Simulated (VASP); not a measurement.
# C in VASP: notebook

The runs below take C through relaxation of the atoms, single point, with PBE+D3(BJ).

All numbers are computed with VASP 6.6.1; they aren't measurements. Logs are shortened: lines on timing, memory, paths and dates and some standing lists are left out, and cuts for length are marked.

## Step 1: The cell of the first run

The cell holds a slab with vacuum, 4 atoms: a = 2.466 Å, b = 2.466 Å, c = 17.500 Å, α = 90.00°, β = 90.00°, γ = 120.00°.

## Step 2: Relaxation of the atoms, PBE+D3(BJ) (layers slid over each other)

The input, INCAR:

```
SYSTEM = C
PREC = Accurate
ENCUT = 520
EDIFF = 1E-7
ISMEAR = 0
SIGMA = 0.1
LREAL = .FALSE.
LASPH = .TRUE.
NELM = 120
ALGO = Normal
ISIF = 2
LWAVE = .FALSE.
LCHARG = .FALSE.
LDIPOL = .TRUE.
IDIPOL = 3
DIPOL = 0.5 0.5 0.356
GGA = PE
IVDW = 12
IBRION = 2
NSW = 40
EDIFFG = -0.003
GGA_COMPAT = .FALSE.
NELMIN = 4
NELMDL = -8
```

The input, KPOINTS:

```
regular mesh
0
G
  15 15 1
  0 0 0
```

The input, POSCAR:

```
C
1.0
    2.4657189589      0.0000000000      0.0000000000
   -1.2328594795      2.1353752570      0.0000000000
    0.0000000000      0.0000000000     17.5000000000
C
4
Selective dynamics
Direct
    0.3333333333      0.6666666667      0.2571428571  F F F
    0.6666666667      0.3333333333      0.2571383623  F F T
    0.3333333333      1.1666666667      0.4546007313  F F T
    0.0000000000      1.5000000000      0.4546009694  F F T
```

Potentials or basis: VASP PAW PBE potentials, release 64 (C).

Command:

```sh
$ cat potpaw_PBE.64/C/POTCAR > POTCAR
$ mpirun -np 1 vasp_std > vasp.out
```

OUTCAR:

```text
SYSTEM = C
   PREC = Accurate
   ENCUT = 520
   EDIFF = 1E-7
   ISMEAR = 0
   LREAL = .FALSE.
   LASPH = .TRUE.
   NELM = 120
   ISIF = 2
   GGA = PE
   IVDW = 12
   IBRION = 2
   NSW = 40
   EDIFFG = -0.003
   NELMIN = 4
   NELMDL = -8
 IVDW          = 12

 ion  position               nearest neighbor table
   1  0.333  0.667  0.257-   2 1.42   2 1.42   2 1.42
   2  0.667  0.333  0.257-   1 1.42   1 1.42   1 1.42
   3  0.333  0.167  0.455-   4 1.42   4 1.42   4 1.42
   4  0.000  0.500  0.455-   3 1.42   3 1.42   3 1.42

  LATTYP: Found a hexagonal cell.
 ALAT       =     2.4657189589
 C/A-ratio  =     7.0973214270

  Lattice vectors:

 A1 = (   2.4657189589,   0.0000000000,   0.0000000000)
 A2 = (  -1.2328594795,   2.1353752570,   0.0000000000)
 A3 = (   0.0000000000,   0.0000000000,  17.5000000000)

Analysis of symmetry for initial positions (statically):
=====================================================================
 Subroutine PRICEL returns:
 Original cell was already a primitive cell.

 Routine SETGRP: Setting up the symmetry group for a
 hexagonal supercell.

 Subroutine GETGRP returns: Found  4 space group operations
 (whereof  2 operations were pure point group operations)
 out of a pool of 24 trial point group operations.

The static configuration has the point symmetry C_1h.
 The point group associated with its full space group is C_2h.

Analysis of symmetry for dynamics (positions and initial velocities):
=====================================================================
 Subroutine PRICEL returns:
 Original cell was already a primitive cell.

 Routine SETGRP: Setting up the symmetry group for a
 hexagonal supercell.

 Subroutine GETGRP returns: Found  4 space group operations
 (whereof  2 operations were pure point group operations)
 out of a pool of 24 trial point group operations.

The dynamic configuration has the point symmetry C_1h.
 The point group associated with its full space group is C_2h.

Analysis of constrained symmetry for selective dynamics:
=====================================================================
 Subroutine PRICEL returns:
 Original cell was already a primitive cell.

 Routine SETGRP: Setting up the symmetry group for a
 hexagonal supercell.

 Subroutine GETGRP returns: Found  2 space group operations
 (whereof  2 operations were pure point group operations)
 out of a pool of 24 trial point group operations.

The constrained configuration has the point symmetry C_1h.

[... 116 lines left out ...]
   EFERMI =   0.00;   METHOD = LEGACY
   ISMEAR =     0;   SIGMA  =   0.10  broadening in eV -4-tet -1-fermi 0-gaus
   EFERMI_NEDOS =   21; number of points for ismear=-14 and -15
   IALGO  =     38    algorithm
   IMIX   =      4    mixing-type and parameters
     AMIX     =   0.40;   BMIX     =  1.00
     AMIX_MAG =   1.60;   BMIX_MAG =  1.00
  volume/ion in A,a.u.               =      23.04       155.45
  Fermi-wavevector in a.u.,A,eV,Ry     =   0.913334  1.725951 11.349690  0.834179
  Thomas-Fermi vector in A             =   2.037833
   LORBIT       =      0    0 simple, 1 ext, 2 COOP (PROOUT), +10 PAW based schemes
   GGA     = PE    functional components
   LHFCALC =     F    Hartree Fock is set to
   AEXX    =    0.0000 exact exchange contribution
   IVDW    =    12    specifies the selected vdW correction
   LEPSILON=     F    determine dielectric tensor
   LRPA    =     F    only Hartree local field effects (RPA)
 conjugate gradient relaxation of ions
 non-spin polarized calculation
 Gauss-broadening in eV      SIGMA  =   0.10
  energy-cutoff  :      520.00
  volume of cell :       92.14
 maximum number of plane-waves:      2521
   NGX =  9   NGY =  9   NGZ = 65

 dipolmoment           0.000000      0.000000     -0.000010 electrons x Angstroem

--------------------------------------- Ionic step        1  -------------------------------------------

 number of electron      15.9999996 magnetization

 Free energy of the ion-electron system (eV)
  ---------------------------------------------------
  ext. energy  EPLUGINS =         0.00000000
  ---------------------------------------------------
  free energy    TOTEN  =       -36.87603506 eV

  energy without entropy =      -36.87600460  energy(sigma->0) =      -36.87601983

------------------------ aborting loop because EDIFF is reached ----------------------------------------

 Edisp (eV)   -0.46985

 E8    (eV) :    -0.1400
[... 327 lines left out ...]
--------------------------------------- Ionic step        9  -------------------------------------------

 number of electron      15.9999995 magnetization

 dipolmoment           0.000000      0.000000      0.000068 electrons x Angstroem

 Free energy of the ion-electron system (eV)
  ---------------------------------------------------
  ext. energy  EPLUGINS =         0.00000000
  ---------------------------------------------------
  free energy    TOTEN  =       -36.87685702 eV

  energy without entropy =      -36.87682324  energy(sigma->0) =      -36.87684013

 E-fermi :  -0.8318     XC(G=0):  -4.4739

 val. band max:       -1.0164333094   @ k =   0.3333   0.3333   0.0000
 cond. band min:      -0.6474036288   @ k =   0.3333   0.3333   0.0000
 fundamental gap:      0.3690296806
 Fermi energy:        -0.8318437101

 k-point     1 :       0.0000    0.0000    0.0000
  band No.  band energies     occupation
      1     -20.4061      2.00000
      2     -20.2888      2.00000
      3      -8.8514      2.00000
      4      -8.0216      2.00000
      5      -3.8679      2.00000
      6      -3.8656      2.00000
      7      -3.8634      2.00000
      8      -3.8614      2.00000
      9       2.5472      0.00000
     10       3.0138      0.00000
     11       3.8829      0.00000
     12       5.6847      0.00000
[... 331 lines left out ...]
 k-point    24 :       0.2667    0.0667    0.0000
  band No.  band energies     occupation
      1     -18.2199      2.00000
      2     -18.1184      2.00000
      3      -9.5812      2.00000
      4      -9.5348      2.00000
      5      -6.6802      2.00000
      6      -6.6586      2.00000
      7      -6.2660      2.00000
      8      -5.5256      2.00000
      9       4.7238      0.00000
     10       5.1192      0.00000
     11       5.5079      0.00000
     12       6.0242      0.00000

 [... further k-points ...]

------------------------ aborting loop because EDIFF is reached ----------------------------------------

 vacuum level on the upper side and lower side of the slab       (xc-potential included)        -0.160        -0.142

 Edisp (eV)   -0.46908

 E8    (eV) :    -0.1398

  FORCE on cell =-STRESS in cart. coord.  units (eV):
  Direction    XX          YY          ZZ          XY          YZ          ZX
  --------------------------------------------------------------------------------------
  -------------------------------------------------------------------------------------
  Total       0.10991     0.09921    -0.00989     0.00927    -0.02892    -0.05009
  in kB       1.91108     1.72505    -0.17194     0.16110    -0.50286    -0.87098
  external pressure =        1.15 kB  Pullay stress =        0.00 kB
[... 19 lines left out ...]
  FREE ENERGIE OF THE ION-ELECTRON SYSTEM (eV)
  ---------------------------------------------------
  free  energy   TOTEN  =       -37.3459320654 eV

  energy  without entropy=      -37.3458982880  energy(sigma->0) =      -37.34591518

 reached required accuracy - stopping structural energy minimisation

 vacuum level on the upper side and lower side of the slab         3.287         3.306
```

It took 2.1 min on 1 thread of Intel Xeon 6975P-C (Granite Rapids), shared host; peak memory 0.23 GiB.

What came out:

```yaml
Free_energy: -37.3459 eV
Energy_gained_by_relaxing: 0.0 meV/atom
Ionic_steps: 9
Dispersion_energy_per_atom: -0.117 eV
```

Final structure:
```yaml
crystal:
  lattice:
    - [2.46572, 0.00000, 0.00000]
    - [-1.23286, 2.13538, 0.00000]
    - [0.00000, 0.00000, 17.50000]
  atoms:
    - { symbol: C, position: [0.33333, 0.66667, 0.25714] }
    - { symbol: C, position: [0.66667, 0.33333, 0.25714] }
    - { symbol: C, position: [0.33333, 0.16667, 0.45508] }
    - { symbol: C, position: [0.00000, 0.50000, 0.45508] }
```

Caveat: the cell differs from its parent crystal (layers slid over each other).

## Step 3: Single point, PBE+D3(BJ) (layers slid over each other, then relaxed in part)

The input, INCAR:

```
SYSTEM = C
PREC = Accurate
ENCUT = 520
EDIFF = 1E-6
ISMEAR = 0
SIGMA = 0.1
LREAL = .False.
LASPH = .True.
NELM = 60
ALGO = Normal
ISIF = 2
LWAVE = .False.
LCHARG = .False.
LDIPOL = .True.
IDIPOL = 3
DIPOL = 0.5 0.5 0.356
GGA = PE
IVDW = 12
NBANDS = 16
```

The input, KPOINTS:

```
Automatic mesh
0
Gamma
  15 15 1
  0 0 0
```

The input, POSCAR:

```
C
1.0
    2.4657189577      0.0000000000      0.0000000000
   -1.2328594788      2.1353752560      0.0000000000
    0.0000000000      0.0000000000     17.5000000000
C
4
Direct
    0.3333333333      0.6666666667      0.2571428571
    0.6666666667      0.3333333334      0.2571458983
    0.3333333333      1.1666666666      0.4557983855
    0.0000000000      1.5000000000      0.4557910408
```

Potentials or basis: VASP PAW PBE potentials, release 64 (C).

Command:

```sh
$ cat potpaw_PBE.64/C/POTCAR > POTCAR
$ mpirun -np 1 vasp_std > vasp.out
```

Wall time 3.6 min (1 thread of Intel Xeon 8259CL, shared host); peak memory 0.24 GiB.

It converged, with:

| Quantity | Value |
| --- | --- |
| Free energy | -37.3460 eV |
| Largest force | 0.008 eV/Å |
| Dispersion energy per atom | -0.117 eV |

Forces in eV/Å, atoms in the order of the input:
```
C    0.006  0.004 -0.001
C    0.007  0.004  0.000
C   -0.006 -0.004  0.001
C   -0.007 -0.004  0.000
```

Caveat: the cell differs from its parent crystal (layers slid over each other, then relaxed in part).

(Continued in part 2 of 2.)
